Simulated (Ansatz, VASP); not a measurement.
One calculation of Ti, two programs

```
CELL_PARAMETERS angstrom
0.00000 2.05568 2.22075
2.05568 0.00000 2.22075
2.05568 2.05568 0.00000
ATOMIC_POSITIONS crystal
Ti 0.00000 0.00000 0.00000
```

Alike in both runs: task single point; functional PBE; k mesh 20 × 20 × 20; occupations gaussian, width 0.15 eV; no spin polarisation.

|  | VASP | Ansatz |
| --- | --- | --- |
| version | VASP 6.6.1 | Ansatz 0.2.0 |
| potentials or method | VASP PAW PBE potentials, release 64 (Ti_sv), cutoff 520 eV | scalar-relativistic, plane waves, PAW |
| valence electrons in the cell | 12 | 12 |

```tsv
	VASP	Ansatz	Ansatz less VASP
gap on the k mesh at the Fermi level (eV)	none	none	-
pressure (GPa)	-7.4	-7.2	+0.16
traceless stress, the component that is largest in VASP (GPa)	-1.66	-1.66	+0.002
```

A gap of «none» marks a metal or a gap that the smearing closes. The functional is the same, so the differences come from potentials, cutoffs and numerics.
